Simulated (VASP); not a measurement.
Here is a VASP 6.6.1 calculation.

Contents of INCAR:

```
SYSTEM = PbS
PREC = Accurate
ENCUT = 520
EDIFF = 1E-7
ISMEAR = 1
SIGMA = 0.02
LREAL = .FALSE.
LASPH = .TRUE.
NELM = 80
ALGO = Normal
ISIF = 2
LWAVE = .FALSE.
LCHARG = .FALSE.
GGA = PS
NBANDS = 28
```

The input KPOINTS:

```
Automatic mesh
0
G
  2 5 5
  0 0 0
```

Contents of POSCAR:

```
PbS
1.0
   11.2915731940      0.0000000000      0.0000000000
    0.0000000000      2.9478906802      2.9491409905
    0.0000000000     -2.9478906802      2.9491409905
Pb S
2 2
Direct
    0.6235181503      0.2585126164      0.7585126164
    0.3764818497      0.7585126164      0.2585126164
    0.6125977987      0.7624873836      0.2624873836
    0.3874022013      0.2624873836      0.7624873836
```

Potentials or basis: VASP PAW PBE potentials, release 64 (Pb_d, S).

Run with:

```console
$ cat potpaw_PBE.64/Pb_d/POTCAR potpaw_PBE.64/S/POTCAR > POTCAR
$ mpirun -np 1 vasp_std > vasp.out
```

Question: What does it give for the largest force?

Answer: 0.010 eV/Å.

Question: Estimate the band gap on the k mesh.

Answer: 1.56 eV, direct.

Forces on the atoms (eV/Å):
```
Pb   0.006  0.000  0.009
Pb  -0.006  0.000  0.009
S   -0.005  0.000 -0.009
S    0.005  0.000 -0.009
```

Caveat: the PAW data sets were made with another functional, which shifts forces and pressure a little; spin-orbit coupling is left out, which moves the levels of the heavy elements.
